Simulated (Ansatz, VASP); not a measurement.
## Be3Nb2P4 in VASP and in Ansatz

```
Be Nb P
1.0
     0.00000    4.11041    5.87063
     2.32453    0.00000    5.87063
     2.32453    4.11041    0.00000
Be Nb P
3 2 4
Direct
  0.50000 0.50000 0.00000
  0.00000 0.00000 0.00000
  0.00000 0.00000 0.50000
  0.65592 0.65592 0.34408
  0.34408 0.34408 0.65592
  0.01081 0.68448 0.31552
  0.68448 0.01081 0.98919
  0.98919 0.31552 0.68448
  0.31552 0.98919 0.01081
```

Change from the starting cell: species swapped into the Cs2Pt3Se4 type (Fmmm, No. 69).

Alike in both runs: functional PBE; k mesh 4 × 4 × 4; occupations gaussian, width 0.1 eV; no spin polarisation.

Ansatz relaxed the structure, and its values are those at the end. VASP's run is a single point on that final structure, the one shown.

|  | VASP | Ansatz |
| --- | --- | --- |
| version | VASP 6.6.1 | Ansatz 0.2.0 |
| potentials or method | VASP PAW PBE potentials, release 64 (Be, Nb_sv, P), cutoff 520 eV | scalar-relativistic, plane waves, PAW |
| valence electrons in the cell | 52 | 52 |

Ansatz gave:

```
gap on the k mesh at the Fermi level (eV) : none
pressure (GPa)                            : 0.2
rms of the force components (eV/Å)        : 0.009
```

Problem. Which values does VASP return?

Solution. gap on the k mesh at the Fermi level (eV): none; pressure (GPa): 0.0; rms of the force components (eV/Å): 0.007.

A gap of «none» marks a metal or a gap that the smearing closes.

The k mesh is coarse, so the values compare programs but aren't converged.
